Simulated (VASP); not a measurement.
# Re (P6_3/mmc) in VASP: notebook, part 2 of 2

VASP 6.6.1.

## Step 3: Single point, RPBE+D4

This run uses another cell than the first one, of 14.71 Å³/atom.

Contents of INCAR:

```
SYSTEM = Re
ALGO     = Fast           ! electronic algorithm
EDIFF    = 1E-7           ! SCF threshold, eV
ENCUT    = 520            ! plane-wave cutoff, eV
GGA      = RP             ! functional
ISIF     = 2              ! what is computed and relaxed
ISMEAR   = -1             ! smearing method
IVDW     = 13             ! dispersion correction
LASPH    = .True.         ! aspherical terms in the spheres
LCHARG   = .True.         ! write CHGCAR
LELF     = .True.         ! ELF
LREAL    = .False.        ! projectors in reciprocal space
LVHAR    = .True.       
LWAVE    = .False.        ! write WAVECAR
NBANDS   = 14             ! bands
NELM     = 100            ! most SCF steps
PREC     = Accurate       ! precision mode
SIGMA    = 0.05           ! smearing width, eV
```

Contents of KPOINTS:

```
k-points
0
Gamma
  11 11 6
  0 0 0
```

Contents of POSCAR:

```
Re
1.0
    2.7608000000      0.0000000000      0.0000000000
   -1.3804000000      2.3909229348      0.0000000000
    0.0000000000      0.0000000000      4.4582000000
Re
2
Direct
    0.6666666667      0.3333333333      0.7500000000
    0.3333333333      0.6666666667      0.2500000000
```

Potentials or basis: VASP PAW PBE potentials, release 64 (Re).

On the command line:

```console
$ cat potpaw_PBE.64/Re/POTCAR > POTCAR
$ mpirun -np 1 vasp_std > vasp.out
```

OUTCAR:

```text
SYSTEM = Re
   EDIFF = 1E-7
   ENCUT = 520
   GGA = RP
   ISIF = 2
   ISMEAR = -1
   IVDW = 13
   LASPH = .True.
   LREAL = .False.
   NELM = 100
   PREC = Accurate

 ion  position               nearest neighbor table
   1  0.667  0.333  0.750-   2 2.74   2 2.74   2 2.74   2 2.74   2 2.74   2 2.74
   2  0.333  0.667  0.250-   1 2.74   1 2.74   1 2.74   1 2.74   1 2.74   1 2.74

  LATTYP: Found a hexagonal cell.
 ALAT       =     2.7608000000
 C/A-ratio  =     1.6148217908

  Lattice vectors:

 A1 = (   2.7608000000,   0.0000000000,   0.0000000000)
 A2 = (  -1.3804000000,   2.3909229348,   0.0000000000)
 A3 = (   0.0000000000,   0.0000000000,   4.4582000000)

Analysis of symmetry for initial positions (statically):
=====================================================================
 Subroutine PRICEL returns:
 Original cell was already a primitive cell.

 Routine SETGRP: Setting up the symmetry group for a
 hexagonal supercell.

 Subroutine GETGRP returns: Found 24 space group operations
 (whereof 12 operations were pure point group operations)
 out of a pool of 24 trial point group operations.

The static configuration has the point symmetry D_3d.
 The point group associated with its full space group is D_6h.

Analysis of symmetry for dynamics (positions and initial velocities):
=====================================================================
 Subroutine PRICEL returns:
 Original cell was already a primitive cell.

 Routine SETGRP: Setting up the symmetry group for a
 hexagonal supercell.

 Subroutine GETGRP returns: Found 24 space group operations
 (whereof 12 operations were pure point group operations)
 out of a pool of 24 trial point group operations.

The dynamic configuration has the point symmetry D_3d.
 The point group associated with its full space group is D_6h.

 Subroutine INISYM returns: Found 24 space group operations
 (whereof 12 operations are pure point group operations),
 and found     1 'primitive' translations
[... 123 lines left out ...]
   IVDW    =    13    specifies the selected vdW correction
   LEPSILON=     F    determine dielectric tensor
   LRPA    =     F    only Hartree local field effects (RPA)
 non-spin polarized calculation
 RMM-DIIS sequential band-by-band and
  energy-cutoff  :      520.00
  volume of cell :       29.43
 maximum number of plane-waves:       808
 NGX is ok and might be reduce to    24
   NGX = 11   NGY = 11   NGZ = 17

 number of electron      14.0000000 magnetization

 Free energy of the ion-electron system (eV)
  ---------------------------------------------------
  ext. energy  EPLUGINS =         0.00000000
  ---------------------------------------------------
  free energy    TOTEN  =       -23.61849527 eV

  energy without entropy =      -23.60444782  energy(sigma->0) =      -23.61147154

 E-fermi :   7.9707     XC(G=0): -13.7044

 val. band max:        7.9566747225   @ k =   0.1818  -0.0000   0.1667
 cond. band min:       8.0156220217   @ k =   0.3636   0.1818   0.3333
 fundamental gap:      0.0589472992
 Fermi energy:         7.9707318619

 k-point     1 :       0.0000    0.0000    0.0000
  band No.  band energies     occupation
      1      -1.8967      2.00000
      2       1.3456      2.00000
      3       6.3883      2.00000
      4       6.3883      2.00000
      5       6.3888      2.00000
      6       7.2247      2.00000
      7       7.2247      2.00000
      8       8.1536      0.05033
      9       8.1536      0.05033
     10       8.5622      0.00001
     11      11.3257      0.00000
     12      11.3257      0.00000
     13      17.9974      0.00000
     14      22.0682      0.00000
[... 377 lines left out ...]
      1       0.4210      2.00000
      2       3.0481      2.00000
      3       4.4008      2.00000
      4       4.7482      2.00000
      5       6.0222      2.00000
      6       6.7080      2.00000
      7       7.3159      2.00000
      8       8.2644      0.00561
      9       8.9749      0.00000
     10       9.3657      0.00000
     11      11.7255      0.00000
     12      14.7822      0.00000
     13      19.1587      0.00000
     14      23.9753      0.00000

 [... further k-points ...]

------------------------ aborting loop because EDIFF is reached ----------------------------------------

  DFT-D4 for vdW energy calculation

  Edisp (eV):   -2.44005

  FORCE on cell =-STRESS in cart. coord.  units (eV):
  Direction    XX          YY          ZZ          XY          YZ          ZX
  --------------------------------------------------------------------------------------
  -------------------------------------------------------------------------------------
  Total      -0.67016    -0.67016    -0.61042     0.00000     0.00000     0.00000
  in kB     -36.48626   -36.48626   -33.23378     0.00000     0.00000     0.00000
  external pressure =      -35.40 kB  Pullay stress =        0.00 kB

 VOLUME and BASIS-vectors are now :
 -----------------------------------------------------------------------------
  energy-cutoff  :      520.00
  volume of cell :       29.43
      direct lattice vectors                 reciprocal lattice vectors
     2.760800000  0.000000000  0.000000000     0.362213851  0.209124264  0.000000000
    -1.380400000  2.390922935  0.000000000     0.000000000  0.418248529  0.000000000
     0.000000000  0.000000000  4.458200000     0.000000000  0.000000000  0.224305774

 POSITION                                       TOTAL-FORCE (eV/Angst)
 -----------------------------------------------------------------------------------
      1.38040      0.79697      3.34365         0.000000      0.000000      0.000000
     -0.00000      1.59395      1.11455        -0.000000      0.000000      0.000000
 -----------------------------------------------------------------------------------
    total drift:                               -0.000000      0.000000     -0.000000

  FREE ENERGIE OF THE ION-ELECTRON SYSTEM (eV)
  ---------------------------------------------------
  free  energy   TOTEN  =       -26.0585421029 eV

  energy  without entropy=      -26.0444946513  energy(sigma->0) =      -26.05151838
```

It took 61 s on 1 thread of Intel Xeon 8259CL, shared host; peak memory 0.17 GiB.

What came out:

| Item | Value |
| --- | --- |
| Free energy | -26.0585 eV |
| Pressure | -3.5 GPa |
| Band gap on the k mesh | zero (bands 7 and 8 overlap by 3.04 eV) |
| Dispersion energy per atom | -1.220 eV |

Caveat: the cell stands under tension; the dispersion term is far too large for a dense solid, which distorts pressure and volume; the PAW data sets were made with another functional, which shifts forces and pressure a little; spin-orbit coupling is left out, which moves the levels of the heavy elements.

## Step 4: Single point, PBE

This run uses another cell than the first one, of 14.95 Å³/atom.

Contents of INCAR:

```
PREC = Accurate
ENCUT = 520
EDIFF = 1E-6
ISMEAR = -1
SIGMA = 0.05
LREAL = F
LASPH = T
NELM = 100
ALGO = Normal
ISIF = 2
LWAVE = F
LCHARG = F
GGA = PE
NBANDS = 14
```

Contents of KPOINTS:

```
regular mesh
0
Gamma
  11 11 6
```

Contents of POSCAR:

```
Re
1.0
    2.7747779904      0.0000000000      0.0000000000
   -1.3873889952      2.4030282296      0.0000000000
    0.0000000000      0.0000000000      4.4844997746
Re
2
Direct
    0.6666666667      0.3333333333      0.7500000000
    0.3333333333      0.6666666667      0.2500000000
```

On the command line:

```console
$ cat potpaw_PBE.64/Re/POTCAR > POTCAR
$ mpirun -np 1 vasp_std > vasp.out
```

Run time: 46 s. Hardware: 1 thread of Intel Xeon 8259CL, shared host; peak memory 0.17 GiB.

It converged, with:

| Quantity | Value |
| --- | --- |
| Free energy | -24.8538 eV |
| Pressure | -0.5 GPa |
| Band gap on the k mesh | zero (bands 7 and 8 overlap by 2.97 eV) |

Stress tensor (GPa, compression positive):
```
-0.48  0.00  0.00
 0.00 -0.48  0.00
 0.00  0.00 -0.65
```

Levels at points of the mesh, in eV from the Fermi level:
```
           k point  band 4  band 5  band 6  band 7  band 8  band 9  band 10  band 11
(0.00, 0.00, 0.00)   -1.54   -1.54   -0.73   -0.73    0.19    0.19     0.57     3.28
(0.00, 0.00, 0.50)   -2.35   -1.67   -1.67   -1.67   -1.67    2.48     2.48     2.48
```

Caveat: spin-orbit coupling is left out, which moves the levels of the heavy elements.

## Step 5: Single point, RPBE+D4

This run uses another cell than the first one, of 15.01 Å³/atom.

Contents of INCAR:

```
ALGO     = Normal         # electronic algorithm
EDIFF    = 1E-6           # SCF threshold, eV
ENCUT    = 520            # plane-wave cutoff, eV
GGA      = RP             # functional
ISIF     = 2              # what is computed and relaxed
ISMEAR   = -1             # smearing method
IVDW     = 13             # dispersion correction
LASPH    = True           # aspherical terms in the spheres
LCHARG   = False          # write CHGCAR
LREAL    = False          # projectors in reciprocal space
LWAVE    = False          # write WAVECAR
NBANDS   = 14             # bands
NELM     = 100            # most SCF steps
PREC     = Accurate       # precision mode
SIGMA    = 0.05           # smearing width, eV
```

Contents of KPOINTS:

```
k-points
0
Gamma
  11 11 6
```

Contents of POSCAR:

```
Re
1.0
    2.7790839766      0.0000000000      0.0000000000
   -1.3895419883      2.4067573230      0.0000000000
    0.0000000000      0.0000000000      4.4877253638
Re
2
Direct
    0.6666666667      0.3333333333      0.7500000000
    0.3333333333      0.6666666667      0.2500000000
```

On the command line:

```console
$ cat potpaw_PBE.64/Re/POTCAR > POTCAR
$ mpirun -np 1 vasp_std > vasp.out
```

It took 41 s on 1 thread of Intel Xeon 8259CL, shared host; peak memory 0.17 GiB.

Results (log left out):

```
Free energy                : -26.0327 eV
Pressure                   : -10.7 GPa
Band gap on the k mesh     : zero (bands 7 and 8 overlap by 2.93 eV)
Dispersion energy per atom : -1.197 eV
```

Stress tensor (GPa, compression positive):
```
-10.77   0.00   0.00
  0.00 -10.77   0.00
  0.00   0.00 -10.47
```

Levels at points of the mesh, in eV from the Fermi level:
| k point | band 3 | band 4 | band 5 | band 6 | band 7 | band 8 | band 9 | band 10 | band 11 | band 12 |
| --- | --- | --- | --- | --- | --- | --- | --- | --- | --- | --- |
| (0.00, 0.00, 0.00) | -1.53 | -1.53 | -1.53 | -0.72 | -0.72 | 0.18 | 0.18 | 0.56 | 3.27 | 3.27 |
| (0.00, 0.00, 0.50) | -2.33 | -2.33 | -1.66 | -1.66 | -1.66 | -1.66 | 2.47 | 2.47 | 2.47 | 2.47 |

Caveat: the cell stands under tension; the dispersion term is far too large for a dense solid, which distorts pressure and volume; the PAW data sets were made with another functional, which shifts forces and pressure a little; spin-orbit coupling is left out, which moves the levels of the heavy elements.

## Step 6: The runs side by side

| level | cell | gap on the mesh (eV) | pressure (GPa) |
| --- | --- | --- | --- |
| RPBE+D4 | a = 2.742, b = 2.742, c = 4.428 Å, angles 90.0, 90.0, 120.0°, 2 atoms | none | 4.4 |
| RPBE+D4 | a = 2.761, b = 2.761, c = 4.458 Å, angles 90.0, 90.0, 120.0°, 2 atoms | none | -3.5 |
| PBE | a = 2.775, b = 2.775, c = 4.484 Å, angles 90.0, 90.0, 120.0°, 2 atoms | none | -0.5 |
| RPBE+D4 | a = 2.779, b = 2.779, c = 4.488 Å, angles 90.0, 90.0, 120.0°, 2 atoms | none | -10.7 |

Alike in all rows: task single point; potentials or basis VASP PAW PBE potentials, release 64 (Re); no spin polarisation; k mesh 11 × 11 × 6; cutoff (eV) 520; smearing fermi-dirac 0.05 eV.

Caveats: spin-orbit coupling is left out, which moves the levels of the heavy elements; the dispersion term is far too large for a dense solid, which distorts pressure and volume (at least some runs); the PAW data sets were made with another functional, which shifts forces and pressure a little (at least some runs); the cell stands under tension (at least some runs); the cell stands under pressure (at least some runs).

Total energies depend on the potentials used, so only differences within one code and one set of settings carry meaning.

The gap in the log of VASP goes by the Fermi energy; the results here count the filled bands.